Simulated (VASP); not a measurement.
Here is a VASP 6.6.1 calculation.

Contents of INCAR:

```
PREC = Accurate ; ENCUT = 520
EDIFF = 1E-7 ; ISMEAR = 0
SIGMA = 0.05 ; LREAL = F
LASPH = T ; NELM = 100
ALGO = Normal ; ISIF = 2
LWAVE = F ; LCHARG = F
GGA = CA ; NBANDS = 19
```

KPOINTS

```
regular mesh
0
Gamma
  6 6 6
```

Contents of POSCAR:

```
SrCl2
1.0
    0.0000000000      3.4855000000      3.4855000000
    3.4855000000      0.0000000000      3.4855000000
    3.4855000000      3.4855000000      0.0000000000
Sr Cl
1 2
Direct
    0.0000000000      0.0000000000      0.0000000000
    0.2500000000      0.2500000000      0.2500000000
    0.7500000000      0.7500000000      0.7500000000
```

Potentials or basis: VASP PAW LDA potentials, release 64 (Sr_sv, Cl).

Launch:

```sh
$ cat potpaw_LDA.64/Sr_sv/POTCAR potpaw_LDA.64/Cl/POTCAR > POTCAR
$ mpirun -np 1 vasp_std > vasp.out
```

Problem. Estimate the band gap on the k mesh.

Solution. 4.89 eV, indirect (least direct gap 5.15 eV).

Problem. Predict the pressure.

Solution. -2.7 GPa.

A k mesh can miss the band edges.
